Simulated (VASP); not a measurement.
# Pd (Fm-3m) in VASP: a series of runs

Runs on Pd. Level: PBE. Tasks: single point.

Everything below comes from runs of VASP 6.6.1. Logs are shortened: lines on timing, memory, paths and dates and some standing lists are left out, and cuts for length are marked.

### 1 The cell of the first run

It takes space group Fm-3m (No. 225, cubic). Conventional cell: a = 3.890 Å, b = 3.890 Å, c = 3.890 Å, α = 90.00°, β = 90.00°, γ = 90.00°. Within 3.6 Å of Pd (site symmetry m-3m) lie 12 Pd at 2.75 Å.

### 2 Single point, PBE

The input, INCAR:

```
SYSTEM = Pd
PREC = Accurate
ENCUT = 520
EDIFF = 1E-7
ISMEAR = 0
SIGMA = 0.05
LREAL = .False.
LASPH = .True.
NELM = 100
ALGO = Normal
ISIF = 2
LWAVE = .False.
LCHARG = .True.
GGA = PE
LELF = .True.
LVHAR = .True.
NBANDS = 11
```

The input, KPOINTS:

```
regular mesh
0
Gamma
  14 14 14
  0 0 0
```

The input, POSCAR:

```
Pd
1.0
    0.0000000000      1.9450014428      1.9450014428
    1.9450014428      0.0000000000      1.9450014428
    1.9450014428      1.9450014428      0.0000000000
Pd
1
Direct
    0.0000000000      0.0000000000      0.0000000000
```

Potentials or basis: VASP PAW PBE potentials, release 64 (Pd).

On the command line:

```
> cat potpaw_PBE.64/Pd/POTCAR > POTCAR
> mpirun -np 1 vasp_std > vasp.out
```

OUTCAR:

```text
SYSTEM = Pd
   PREC = Accurate
   ENCUT = 520
   EDIFF = 1E-7
   ISMEAR = 0
   LREAL = .False.
   LASPH = .True.
   NELM = 100
   ISIF = 2
   GGA = PE

 ion  position               nearest neighbor table
   1  0.000  0.000  0.000-

  LATTYP: Found a face centered cubic cell.
 ALAT       =     3.8900028856

  Lattice vectors:

 A1 = (   0.0000000000,   1.9450014428,   1.9450014428)
 A2 = (   1.9450014428,   0.0000000000,   1.9450014428)
 A3 = (   1.9450014428,   1.9450014428,   0.0000000000)

Analysis of symmetry for initial positions (statically):
=====================================================================
 Subroutine PRICEL returns:
 Original cell was already a primitive cell.

 Routine SETGRP: Setting up the symmetry group for a
 face centered cubic supercell.

 Subroutine GETGRP returns: Found 48 space group operations
 (whereof 48 operations were pure point group operations)
 out of a pool of 48 trial point group operations.

The static configuration has the point symmetry O_h .

Analysis of symmetry for dynamics (positions and initial velocities):
=====================================================================
 Subroutine PRICEL returns:
 Original cell was already a primitive cell.

 Routine SETGRP: Setting up the symmetry group for a
 face centered cubic supercell.

 Subroutine GETGRP returns: Found 48 space group operations
 (whereof 48 operations were pure point group operations)
 out of a pool of 48 trial point group operations.

The dynamic configuration has the point symmetry O_h .

 Subroutine INISYM returns: Found 48 space group operations
 (whereof 48 operations are pure point group operations),
 and found     1 'primitive' translations

----------------------------------------------------------------------------------------

                                     Primitive cell

  volume of cell :      14.7160

  direct lattice vectors                    reciprocal lattice vectors
     0.000000000  1.945001443  1.945001443    -0.257069218  0.257069218  0.257069218
     1.945001443  0.000000000  1.945001443     0.257069218 -0.257069218  0.257069218
     1.945001443  1.945001443  0.000000000     0.257069218  0.257069218 -0.257069218

  length of vectors
     2.750647419  2.750647419  2.750647419     0.445256947  0.445256947  0.445256947

  position of ions in fractional coordinates (direct lattice)
     0.000000000  0.000000000  0.000000000

  ion indices of the primitive-cell ions
   primitive index   ion index
                 1           1

----------------------------------------------------------------------------------------

 KPOINTS: regular mesh

Automatic generation of k-mesh.
 Grid dimensions read from file:
 generate k-points for:   14   14   14

 Generating k-lattice:

  Cartesian coordinates                     Fractional coordinates (reciprocal lattice)
    -0.018362087  0.018362087  0.018362087     0.071428571  0.000000000  0.000000000
     0.018362087 -0.018362087  0.018362087     0.000000000  0.071428571  0.000000000
     0.018362087  0.018362087 -0.018362087     0.000000000  0.000000000  0.071428571

  Length of vectors
     0.031804068  0.031804068  0.031804068

  Shift w.r.t. Gamma in fractional coordinates (k-lattice)
     0.000000000  0.000000000  0.000000000

 Subroutine IBZKPT returns following result:
 ===========================================

 Found    104 irreducible k-points:

 Following reciprocal coordinates:
            Coordinates               Weight
  0.000000  0.000000  0.000000      1.000000
  0.071429  0.000000  0.000000      8.000000
  0.142857  0.000000  0.000000      8.000000
  0.214286  0.000000  0.000000      8.000000
  0.285714  0.000000  0.000000      8.000000
  0.357143  0.000000  0.000000      8.000000
[... 16 lines left out ...]
  0.214286  0.142857  0.000000     24.000000
  0.285714  0.142857  0.000000     24.000000
 [... further k-points ...]
   k-points           NKPTS =    104   k-points in BZ     NKDIM =    104   number of bands    NBANDS=     11
   number of dos      NEDOS =    301   number of ions     NIONS =      1
   total plane-waves  NPLWV =   8000
   dimension x,y,z NGX =    20 NGY =   20 NGZ =   20
   dimension x,y,z NGXF=    40 NGYF=   40 NGZF=   40
   ions per type =               1
   NGX,Y,Z   is equivalent  to a cutoff of  12.09, 12.09, 12.09 a.u.
   NGXF,Y,Z  is equivalent  to a cutoff of  24.18, 24.18, 24.18 a.u.
 SYSTEM =  Pd
   PREC   = accura    normal or accurate (medium, high low for compatibility)
   ISTART =      0    job   : 0-new  1-cont  2-samecut
   ICHARG =      2    charge: 1-file 2-atom 10-const
   ISPIN  =      1    spin polarized calculation?
   LNONCOLLINEAR =      F non collinear calculations
   LSORBIT =      F    spin-orbit coupling
   LASPH  =      T    aspherical Exc in radial PAW
   ENCUT  =  520.0 eV  38.22 Ry    6.18 a.u.   5.11  5.11  5.11*2*pi/ulx,y,z
   NELM   =    100;   NELMIN=  2; NELMDL= -5     # of ELM steps
   EDIFF  = 0.1E-06   stopping-criterion for ELM
   LREAL  =      F    real-space projection
   EDIFFG = 0.1E-05   stopping-criterion for IOM
   NSW    =      0    number of steps for IOM
   IBRION =     -1    ionic relax: 0-MD 1-quasi-New 2-CG
   NFREE  =      0    steps in history (QN), initial steepest desc. (CG)
   ISIF   =      2    stress and relaxation
   ISYM   =      2    0-nonsym 1-usesym 2-fastsym
   POTIM  = 0.5000    time-step for ionic-motion
   TEBEG  =    0.0;   TEEND  =   0.0 temperature during run
   PSTRESS=    0.0 pullay stress
   NELECT =      10.0000    total number of electrons
   NUPDOWN=      -1.0000    fix difference up-down
   EMIN   =  10.00;   EMAX   =-10.00  energy-range for DOS
   EFERMI =   0.00;   METHOD = LEGACY
   ISMEAR =     0;   SIGMA  =   0.05  broadening in eV -4-tet -1-fermi 0-gaus
   EFERMI_NEDOS =   21; number of points for ismear=-14 and -15
   IALGO  =     38    algorithm
   IMIX   =      4    mixing-type and parameters
     AMIX     =   0.40;   BMIX     =  1.00
     AMIX_MAG =   1.60;   BMIX_MAG =  1.00
  volume/ion in A,a.u.               =      14.72        99.31
  Fermi-wavevector in a.u.,A,eV,Ry     =   1.439279  2.719842 28.184785  2.071523
  Thomas-Fermi vector in A             =   2.558152
   LORBIT       =      0    0 simple, 1 ext, 2 COOP (PROOUT), +10 PAW based schemes
   GGA     = PE    functional components
   LHFCALC =     F    Hartree Fock is set to
   AEXX    =    0.0000 exact exchange contribution
   IVDW    =     0    specifies the selected vdW correction
   LEPSILON=     F    determine dielectric tensor
   LRPA    =     F    only Hartree local field effects (RPA)
 non-spin polarized calculation
 Gauss-broadening in eV      SIGMA  =   0.05
  energy-cutoff  :      520.00
  volume of cell :       14.72
 maximum number of plane-waves:       411
   NGX = 11   NGY = 11   NGZ = 11

 number of electron      10.0000000 magnetization

 Free energy of the ion-electron system (eV)
  ---------------------------------------------------
  ext. energy  EPLUGINS =         0.00000000
  ---------------------------------------------------
  free energy    TOTEN  =        -5.19470630 eV

  energy without entropy =       -5.19062876  energy(sigma->0) =       -5.19266753

 E-fermi :   9.8213     XC(G=0): -13.1989

 val. band max:        9.8148641024   @ k =   0.4286   0.2143   0.0000
 cond. band min:       9.8320204825   @ k =   0.3571   0.2143   0.0714
 fundamental gap:      0.0171563801
 Fermi energy:         9.8212592523

 k-point     1 :       0.0000    0.0000    0.0000
  band No.  band energies     occupation
      1       2.6648      2.00000
      2       6.9748      2.00000
      3       6.9748      2.00000
      4       6.9748      2.00000
      5       8.5930      2.00000
      6       8.5930      2.00000
      7      27.0151      0.00000
      8      31.8076      0.00000
      9      31.8076      0.00000
     10      31.8076      0.00000
     11      36.0464      0.00000

 k-point     2 :       0.0714    0.0000    0.0000
  band No.  band energies     occupation
      1       2.8500      2.00000
      2       6.9098      2.00000
      3       7.0386      2.00000
      4       7.0386      2.00000
      5       8.5628      2.00000
      6       8.5628      2.00000
      7      27.2085      0.00000
      8      30.6413      0.00000
      9      32.0212      0.00000
     10      32.0212      0.00000
     11      36.1063      0.00000

 k-point     3 :       0.1429    0.0000    0.0000
  band No.  band energies     occupation
      1       3.3688      2.00000
      2       6.7722      2.00000
      3       7.1864      2.00000
      4       7.1864      2.00000
      5       8.5211      2.00000
      6       8.5211      2.00000
      7      27.4328      0.00000
      8      28.6644      0.00000
      9      32.6028      0.00000
     10      32.6028      0.00000
     11      36.1745      0.00000

 k-point     4 :       0.2143    0.0000    0.0000
  band No.  band energies     occupation
      1       4.0596      2.00000
      2       6.7684      2.00000
      3       7.2811      2.00000
      4       7.2811      2.00000
      5       8.6109      2.00000
      6       8.6109      2.00000
      7      25.6443      0.00000
      8      28.2205      0.00000
      9      33.3138      0.00000
     10      33.3138      0.00000
     11      35.6140      0.00000
[... 239 lines left out ...]
 k-point    22 :       0.1429    0.1429    0.0000
  band No.  band energies     occupation
      1       3.6051      2.00000
      2       6.4749      2.00000
      3       7.4177      2.00000
      4       7.4177      2.00000
      5       8.1101      2.00000
      6       8.7999      2.00000
      7      28.0274      0.00000
      8      29.7067      0.00000
      9      30.8271      0.00000
     10      30.8271      0.00000
     11      36.0794      0.00000

 k-point    23 :       0.2143    0.1429    0.0000
  band No.  band energies     occupation
      1       4.1536      2.00000
      2       6.2642      2.00000
      3       7.5158      2.00000
      4       7.6217      2.00000
      5       8.1311      2.00000
      6       8.9219      2.00000
      7      27.6795      0.00000
      8      28.6549      0.00000
      9      30.2173      0.00000
     10      31.1378      0.00000
     11      35.9093      0.00000

 k-point    24 :       0.2857    0.1429    0.0000
  band No.  band energies     occupation
      1       4.7650      2.00000
      2       6.2075      2.00000
      3       7.2789      2.00000
      4       7.7011      2.00000
      5       8.7465      2.00000
      6       9.1646      2.00000
      7      25.2171      0.00000
      8      28.4597      0.00000
      9      29.6730      0.00000
     10      31.5410      0.00000
     11      35.7725      0.00000

 [... further k-points ...]

------------------------ aborting loop because EDIFF is reached ----------------------------------------

  FORCE on cell =-STRESS in cart. coord.  units (eV):
  Direction    XX          YY          ZZ          XY          YZ          ZX
  --------------------------------------------------------------------------------------
  -------------------------------------------------------------------------------------
  Total        0.6788443      0.6788443      0.6788443      0.0000000      0.0000000      0.0000000
  in kB       73.9079225     73.9079225     73.9079225      0.0000000      0.0000000      0.0000000
  external PRESSURE =      73.9079225 kB  Pullay stress =       0.0000000 kB

 VOLUME and BASIS-vectors are now :
 -----------------------------------------------------------------------------
  energy-cutoff  :      520.00
  volume of cell :       14.72
      direct lattice vectors                 reciprocal lattice vectors
     0.000000000  1.945001443  1.945001443    -0.257069218  0.257069218  0.257069218
     1.945001443  0.000000000  1.945001443     0.257069218 -0.257069218  0.257069218
     1.945001443  1.945001443  0.000000000     0.257069218  0.257069218 -0.257069218

 POSITION                                       TOTAL-FORCE (eV/Angst)
 -----------------------------------------------------------------------------------
      0.00000      0.00000      0.00000        -0.000000     -0.000000     -0.000000
 -----------------------------------------------------------------------------------
    total drift:                                0.000000      0.000000     -0.000000

  FREE ENERGIE OF THE ION-ELECTRON SYSTEM (eV)
  ---------------------------------------------------
  free  energy   TOTEN  =        -5.1947063029 eV

  energy  without entropy=       -5.1906287570  energy(sigma->0) =       -5.19266753
```

Run time: 20 s. Hardware: 1 thread of Intel Xeon 8259CL, shared host; peak memory 0.14 GiB.

What came out:

* Free energy: -5.1947 eV
* Pressure: 7.4 GPa
* Band gap on the k mesh: zero (band 5 reaches 10.12 eV, above the bottom of band 6 at 8.52 eV)

Levels at points of the mesh, in eV from the Fermi level:
| k point | band 3 | band 4 | band 5 | band 6 | band 7 | band 8 |
| --- | --- | --- | --- | --- | --- | --- |
| (0.00, 0.00, 0.00) | -2.85 | -2.85 | -1.23 | -1.23 | 17.19 | 21.99 |
| (0.50, 0.00, 0.00) | -2.89 | -0.02 | -0.02 | 1.01 | 7.34 | 16.55 |
| (0.50, 0.50, 0.00) | -0.05 | 0.29 | 0.29 | 3.35 | 10.80 | 13.23 |

### 3 Single point, PBE

The input, INCAR:

```
ALGO = Normal
EDIFF = 1E-6
ENCUT = 500
GGA = PE
GGA_COMPAT = False
ISIF = 2
ISMEAR = 0
LASPH = True
LCHARG = False
LREAL = False
LWAVE = False
NBANDS = 11
NELM = 120
PREC = Accurate
SIGMA = 0.05
```

The input, KPOINTS:

```
k-points
0
Gamma
  14 14 14
```

POSCAR is that of step 2.

Potentials or basis: VASP PAW PBE potentials, release 64 (Pd).

On the command line:

```
> cat potpaw_PBE.64/Pd/POTCAR > POTCAR
> mpirun -np 1 vasp_std > vasp.out
```

It took 7 s on 1 thread of Intel Xeon 6975P-C (Granite Rapids), shared host; peak memory 0.13 GiB.

Results (log left out):

* Free energy: -5.1946 eV
* Pressure: 7.4 GPa
* Band gap on the k mesh: zero (band 5 reaches 10.12 eV, above the bottom of band 6 at 8.52 eV)

Levels at points of the mesh, in eV from the Fermi level:
```
           k point  band 3  band 4  band 5  band 6  band 7  band 8
(0.00, 0.00, 0.00)   -2.85   -2.85   -1.23   -1.23   17.19   21.99
(0.50, 0.00, 0.00)   -2.89   -0.02   -0.02    1.01    7.34   16.55
(0.50, 0.50, 0.00)   -0.05    0.29    0.29    3.35   10.80   13.23
```
